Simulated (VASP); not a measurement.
Input of a VASP 6.6.1 run:

The input INCAR:

```
ALGO     = Normal         # electronic algorithm
EDIFF    = 1E-7           # SCF threshold, eV
EDIFFG   = -0.04          # ionic threshold
ENCUT    = 500            # plane-wave cutoff, eV
GGA      = PE             # functional
GGA_COMPAT= False        
IBRION   = 2              # ionic algorithm
ISIF     = 3              # what is computed and relaxed
ISMEAR   = 0              # smearing method
LASPH    = True           # aspherical terms in the spheres
LCHARG   = False          # write CHGCAR
LMAXMIX  = 6              # l up to which the mixer works
LREAL    = False          # projectors in reciprocal space
LWAVE    = False          # write WAVECAR
NELM     = 200            # most SCF steps
NELMIN   = 4            
NSW      = 90             # ionic steps
PREC     = Accurate       # precision mode
SIGMA    = 0.1            # smearing width, eV
```

KPOINTS

```
k-points
0
Gamma
  4 4 4
```

The input POSCAR:

```
SrErAs3
1.0
    5.2062189000      0.0000000000      0.0000000000
    0.0000000000      5.2062189000      0.0000000000
    0.0000000000      0.0000000000      5.2062189000
Sr Er As
1 1 3
Direct
    0.0000000000      0.0000000000      0.0000000000
    0.5000000000      0.5000000000      0.5000000000
    0.5000000000      0.0000000000      0.0000000000
    0.0000000000      0.5000000000      0.0000000000
    0.0000000000      0.0000000000      0.5000000000
```

Potentials or basis: VASP PAW PBE potentials, release 64 (Sr_sv, Er_3, As), 4f in core.

The run is started by

```sh
$ cat potpaw_PBE.64/Sr_sv/POTCAR potpaw_PBE.64/Er_3/POTCAR potpaw_PBE.64/As/POTCAR > POTCAR
$ mpirun -np 1 vasp_std > vasp.out
```

(1) Estimate the band gap on the k mesh.

(2) What does it give for the relaxed volume?

(3) What does it give for the relaxed cell?

(4) Predict the space group after relaxing (to 0.1 Å).

Results:

(1) zero (bands 17 and 18 overlap by 0.17 eV).

(2) 31.58 Å³/atom.

(3) a = 5.405 Å, b = 5.405 Å, c = 5.405 Å, α = 90.00°, β = 90.00°, γ = 90.00°.

(4) Pm-3m (No. 221).

Caveat: spin-orbit coupling is left out, which moves the levels of the heavy elements; the 4f electrons are frozen in the core, so they carry no moment and show no levels.
